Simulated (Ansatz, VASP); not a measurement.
## One calculation of Pd, two programs

```
Pd
1.0
     2.71546    0.00000    0.00000
     0.00000    2.71546    0.00000
     0.00000    0.00000   23.68050
Pd
5
Direct
  0.00000 0.00000 0.33968
  0.50000 0.50000 0.41929
  0.00000 0.00000 0.50000
  0.50000 0.50000 0.58071
  0.00000 0.00000 0.66032
```

Alike in both runs: functional LDA; k mesh 13 × 13 × 1; occupations fermi-dirac, width 0.05 eV; no spin polarisation.

Ansatz relaxed the structure, and its values are those at the end. VASP's run is a single point on that final structure, the one shown.

|  | VASP | Ansatz |
| --- | --- | --- |
| version | VASP 6.6.1 | Ansatz 0.2.0 |
| potentials or method | VASP PAW LDA potentials, release 64 (Pd) | PAW with Ansatz's default frozen-core files, scalar-relativistic |
| plane-wave cutoff (eV) | 400 | 420 |
| valence electrons in the cell | 50 | 90 |

```csv
,VASP,Ansatz,Ansatz less VASP
rms of the force components (eV/Å),0.006,0.001,-0.0051
```

LDA's correlation is that of Perdew and Zunger in VASP and of Perdew and Wang (1992) in Ansatz. VASP's potentials hold 50 valence electrons a cell and Ansatz's 90, so a difference there can come from the potentials and not from the codes. Ansatz's warnings: stress scf threshold loose.
